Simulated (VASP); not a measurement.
# Fe (I4/mmm) in VASP: single point with PBE

Aim: the single point of Fe with PBE.

Everything below comes from runs of VASP 6.6.1. Logs are shortened: lines on timing, memory, paths and dates and some standing lists are left out, and cuts for length are marked.

### 1 The cell of the first run

The structure is tetragonal, space group I4/mmm (No. 139). Conventional cell: a = 2.858 Å, b = 2.858 Å, c = 2.944 Å, α = 90.00°, β = 90.00°, γ = 90.00°. Within 3.3 Å of Fe (site symmetry 4/mmm) lie 14 Fe at 2.50 to 2.94 Å.

### 2 Single point, PBE, collinear spin, ferromagnetic start (stretched by +2 % along [0.0, 0.0, 1.0] at fixed volume)

INCAR reads:

```
PREC = Accurate ; ENCUT = 520
EDIFF = 1E-6 ; ISMEAR = -1
SIGMA = 0.1 ; LREAL = F
LASPH = T ; NELM = 150
ALGO = Normal ; ISIF = 2
LWAVE = F ; LCHARG = F
ISPIN = 2 ; MAGMOM = 3
LORBIT = 11 ; LMAXMIX = 4
GGA = PE ; NBANDS = 14
```

KPOINTS reads:

```
Automatic mesh
0
Gamma
  11 11 11
```

POSCAR reads:

```
Fe
1.0
   -1.4287829046      1.4287829046      1.4718600000
    1.4287829046     -1.4287829046      1.4718600000
    1.4287829046      1.4287829046     -1.4718600000
Fe
1
Direct
    0.0000000000      0.0000000000      0.0000000000
```

Potentials or basis: VASP PAW PBE potentials, release 64 (Fe).

Run with:

```
cat potpaw_PBE.64/Fe/POTCAR > POTCAR
mpirun -np 1 vasp_std > vasp.out
```

OUTCAR:

```text
PREC = Accurate
   ENCUT = 520
   EDIFF = 1E-6
   ISMEAR = -1
   LREAL = F
   LASPH = T
   NELM = 150
   ISIF = 2
   ISPIN = 2
   LORBIT = 11
   GGA = PE

 ion  position               nearest neighbor table
   1  0.000  0.000  0.000-

  LATTYP: Found a body centered tetragonal cell.
 ALAT       =     2.8575658092
 C/A-ratio  =     1.0301495037

  Lattice vectors:

 A1 = (  -1.4287829046,   1.4287829046,   1.4718600000)
 A2 = (   1.4287829046,  -1.4287829046,   1.4718600000)
 A3 = (   1.4287829046,   1.4287829046,  -1.4718600000)

Analysis of symmetry for initial positions (statically):
=====================================================================
 Subroutine PRICEL returns:
 Original cell was already a primitive cell.

 Routine SETGRP: Setting up the symmetry group for a
 body centered tetragonal supercell.

 Subroutine GETGRP returns: Found 16 space group operations
 (whereof 16 operations were pure point group operations)
 out of a pool of 16 trial point group operations.

The static configuration has the point symmetry D_4h.

Analysis of symmetry for dynamics (positions and initial velocities):
=====================================================================
 Subroutine PRICEL returns:
 Original cell was already a primitive cell.

 Routine SETGRP: Setting up the symmetry group for a
 body centered tetragonal supercell.

 Subroutine GETGRP returns: Found 16 space group operations
 (whereof 16 operations were pure point group operations)
 out of a pool of 16 trial point group operations.

The dynamic configuration has the point symmetry D_4h.

Analysis of structural, dynamic, and magnetic symmetry:
=====================================================================
 Subroutine PRICEL returns:
 Original cell was already a primitive cell.

 Routine SETGRP: Setting up the symmetry group for a
 body centered tetragonal supercell.

 Subroutine GETGRP returns: Found 16 space group operations
 (whereof 16 operations were pure point group operations)
 out of a pool of 16 trial point group operations.

The overall configuration has the point symmetry D_4h.

 Subroutine INISYM returns: Found 16 space group operations
 (whereof 16 operations are pure point group operations),
 and found     1 'primitive' translations

----------------------------------------------------------------------------------------

                                     Primitive cell

  volume of cell :      12.0187

  direct lattice vectors                    reciprocal lattice vectors
    -1.428782905  1.428782905  1.471860000     0.000000000  0.349948196  0.339706222
     1.428782905 -1.428782905  1.471860000     0.349948196  0.000000000  0.339706222
     1.428782905  1.428782905 -1.471860000     0.349948196  0.349948196  0.000000000

  length of vectors
     2.499842602  2.499842602  2.499842602     0.487713089  0.487713089  0.494901485

  position of ions in fractional coordinates (direct lattice)
     0.000000000  0.000000000  0.000000000

  ion indices of the primitive-cell ions
   primitive index   ion index
                 1           1

----------------------------------------------------------------------------------------

 KPOINTS: Automatic mesh

Automatic generation of k-mesh.
 Grid dimensions read from file:
 generate k-points for:   11   11   11

 Generating k-lattice:

  Cartesian coordinates                     Fractional coordinates (reciprocal lattice)
     0.000000000  0.031813472  0.030882384     0.090909091  0.000000000 -0.000000000
     0.031813472  0.000000000  0.030882384     0.000000000  0.090909091 -0.000000000
     0.031813472  0.031813472  0.000000000     0.000000000  0.000000000  0.090909091

  Length of vectors
     0.044337554  0.044337554  0.044991044

  Shift w.r.t. Gamma in fractional coordinates (k-lattice)
     0.000000000  0.000000000  0.000000000

 Subroutine IBZKPT returns following result:
 ===========================================

 Found    126 irreducible k-points:

 Following reciprocal coordinates:
            Coordinates               Weight
  0.000000  0.000000  0.000000      1.000000
  0.090909  0.000000 -0.000000      8.000000
  0.181818  0.000000 -0.000000      8.000000
  0.272727  0.000000 -0.000000      8.000000
  0.363636  0.000000 -0.000000      8.000000
  0.454545  0.000000 -0.000000      8.000000
[... 16 lines left out ...]
 -0.272727  0.181818  0.000000     16.000000
 -0.181818  0.181818  0.000000      4.000000
 [... further k-points ...]
   k-points           NKPTS =    126   k-points in BZ     NKDIM =    126   number of bands    NBANDS=     14
   number of dos      NEDOS =    301   number of ions     NIONS =      1
   total plane-waves  NPLWV =   8000
   dimension x,y,z NGX =    20 NGY =   20 NGZ =   20
   dimension x,y,z NGXF=    40 NGYF=   40 NGZF=   40
   ions per type =               1
   NGX,Y,Z   is equivalent  to a cutoff of  13.30, 13.30, 13.30 a.u.
   NGXF,Y,Z  is equivalent  to a cutoff of  26.60, 26.60, 26.60 a.u.
 SYSTEM =  unknown system
   PREC   = accura    normal or accurate (medium, high low for compatibility)
   ISTART =      0    job   : 0-new  1-cont  2-samecut
   ICHARG =      2    charge: 1-file 2-atom 10-const
   ISPIN  =      2    spin polarized calculation?
   LNONCOLLINEAR =      F non collinear calculations
   LSORBIT =      F    spin-orbit coupling
   LASPH  =      T    aspherical Exc in radial PAW
   ENCUT  =  520.0 eV  38.22 Ry    6.18 a.u.   4.65  4.65  4.65*2*pi/ulx,y,z
   NELM   =    150;   NELMIN=  2; NELMDL= -5     # of ELM steps
   EDIFF  = 0.1E-05   stopping-criterion for ELM
   LREAL  =      F    real-space projection
   EDIFFG = 0.1E-04   stopping-criterion for IOM
   NSW    =      0    number of steps for IOM
   IBRION =     -1    ionic relax: 0-MD 1-quasi-New 2-CG
   NFREE  =      0    steps in history (QN), initial steepest desc. (CG)
   ISIF   =      2    stress and relaxation
   ISYM   =      2    0-nonsym 1-usesym 2-fastsym
   POTIM  = 0.5000    time-step for ionic-motion
   TEBEG  =    0.0;   TEEND  =   0.0 temperature during run
   PSTRESS=    0.0 pullay stress
   NELECT =       8.0000    total number of electrons
   NUPDOWN=      -1.0000    fix difference up-down
   EMIN   =  10.00;   EMAX   =-10.00  energy-range for DOS
   EFERMI =   0.00;   METHOD = LEGACY
   ISMEAR =    -1;   SIGMA  =   0.10  broadening in eV -4-tet -1-fermi 0-gaus
   EFERMI_NEDOS =   21; number of points for ismear=-14 and -15
   IALGO  =     38    algorithm
   IMIX   =      4    mixing-type and parameters
     AMIX     =   0.40;   BMIX     =  1.00
     AMIX_MAG =   1.60;   BMIX_MAG =  1.00
  volume/ion in A,a.u.               =      12.02        81.11
  Fermi-wavevector in a.u.,A,eV,Ry     =   1.429394  2.701162 27.798962  2.043166
  Thomas-Fermi vector in A             =   2.549352
   LORBIT       =     11    0 simple, 1 ext, 2 COOP (PROOUT), +10 PAW based schemes
   GGA     = PE    functional components
   LHFCALC =     F    Hartree Fock is set to
   AEXX    =    0.0000 exact exchange contribution
   IVDW    =     0    specifies the selected vdW correction
   LEPSILON=     F    determine dielectric tensor
   LRPA    =     F    only Hartree local field effects (RPA)
 spin polarized calculation
  energy-cutoff  :      520.00
  volume of cell :       12.02
 maximum number of plane-waves:       337
   NGX =  9   NGY =  9   NGZ =  9

 number of electron       7.9999996 magnetization       2.3098112

 Free energy of the ion-electron system (eV)
  ---------------------------------------------------
  ext. energy  EPLUGINS =         0.00000000
  ---------------------------------------------------
  free energy    TOTEN  =        -8.23661910 eV

  energy without entropy =       -8.20164601  energy(sigma->0) =       -8.21913255

 E-fermi :   5.2373     XC(G=0): -12.7981

 val. band max:        5.2346037520   @ k =  -0.4545   0.4545   0.4545
 cond. band min:       5.2392581777   @ k =  -0.1818   0.1818   0.1818
 fundamental gap:      0.0046544257
 Fermi energy:         5.2373475049

 spin component 1

 k-point     1 :       0.0000    0.0000    0.0000
  band No.  band energies     occupation
      1      -2.8446      1.00000
      2       2.9999      1.00000
      3       2.9999      1.00000
      4       3.1290      1.00000
      5       4.0867      0.99999
      6       4.2229      0.99996
      7      29.3184      0.00000
      8      29.9345      0.00000
      9      29.9345      0.00000
     10      34.2555      0.00000
     11      34.6973      0.00000
     12      35.9270      0.00000
     13      36.1366      0.00000
     14      36.1366      0.00000
[... 375 lines left out ...]
 k-point    24 :      -0.1818    0.1818    0.0000
  band No.  band energies     occupation
      1      -1.5750      1.00000
      2       2.6723      1.00000
      3       3.0162      1.00000
      4       3.6498      1.00000
      5       4.0610      0.99999
      6       4.1540      0.99998
      7      24.0152      0.00000
      8      27.1704      0.00000
      9      28.4780      0.00000
     10      29.8151      0.00000
     11      32.1381      0.00000
     12      34.4285      0.00000
     13      37.9290      0.00000
     14      39.5813      0.00000

 [... further k-points ...]

 spin component 2

 k-point     1 :       0.0000    0.0000    0.0000
  band No.  band energies     occupation
      1      -2.6831      1.00000
      2       5.0200      0.89788
      3       5.0200      0.89787
      4       5.2272      0.52530
      5       6.8734      0.00000
      6       7.0969      0.00000
      7      29.0258      0.00000
      8      29.6672      0.00000
      9      29.6672      0.00000
     10      34.4750      0.00000
     11      34.8016      0.00000
     12      36.8130      0.00000
     13      36.8130      0.00000
     14      37.0547      0.00000
[... 375 lines left out ...]
 k-point    24 :      -0.1818    0.1818    0.0000
  band No.  band energies     occupation
      1      -1.3927      1.00000
      2       4.6183      0.99796
      3       5.0461      0.87130
      4       5.7368      0.00673
      5       6.8284      0.00000
      6       6.9537      0.00000
      7      24.4155      0.00000
      8      27.2678      0.00000
      9      28.5765      0.00000
     10      30.6473      0.00000
     11      32.8189      0.00000
     12      34.5847      0.00000
     13      38.2059      0.00000
     14      39.9447      0.00000

 [... further k-points ...]

------------------------ aborting loop because EDIFF is reached ----------------------------------------

  FORCE on cell =-STRESS in cart. coord.  units (eV):
  Direction    XX          YY          ZZ          XY          YZ          ZX
  --------------------------------------------------------------------------------------
  -------------------------------------------------------------------------------------
  Total       -0.5990369     -0.5990369     -0.8070752      0.0000000      0.0000000      0.0000000
  in kB      -79.8555635    -79.8555635   -107.5884363      0.0000000      0.0000000      0.0000000
  external PRESSURE =     -89.0998544 kB  Pullay stress =       0.0000000 kB

 VOLUME and BASIS-vectors are now :
 -----------------------------------------------------------------------------
  energy-cutoff  :      520.00
  volume of cell :       12.02
      direct lattice vectors                 reciprocal lattice vectors
    -1.428782905  1.428782905  1.471860000     0.000000000  0.349948196  0.339706222
     1.428782905 -1.428782905  1.471860000     0.349948196  0.000000000  0.339706222
     1.428782905  1.428782905 -1.471860000     0.349948196  0.349948196  0.000000000

 POSITION                                       TOTAL-FORCE (eV/Angst)
 -----------------------------------------------------------------------------------
      0.00000      0.00000      0.00000        -0.000000      0.000000     -0.000000
 -----------------------------------------------------------------------------------
    total drift:                                0.000000     -0.000000      0.000000

  FREE ENERGIE OF THE ION-ELECTRON SYSTEM (eV)
  ---------------------------------------------------
  free  energy   TOTEN  =        -8.2366190980 eV

  energy  without entropy=       -8.2016460073  energy(sigma->0) =       -8.21913255

 total charge

# of ion       s       p       d       tot
------------------------------------------
    1        0.465   0.492   6.201   7.158

 magnetization (x)

# of ion       s       p       d       tot
------------------------------------------
    1       -0.013  -0.054   2.384   2.317
```

It took 66 s on 1 thread of Intel Xeon 8259CL, shared host; peak memory 0.15 GiB.

What came out:

| Quantity | Value |
| --- | --- |
| Free energy | -8.2366 eV |
| Pressure | -8.9 GPa |
| Net moment | 2.31 μB per cell |
| Site moments | Fe +2.32 μB |
| Valence electrons inside the program's atomic spheres | Fe 7.16 |
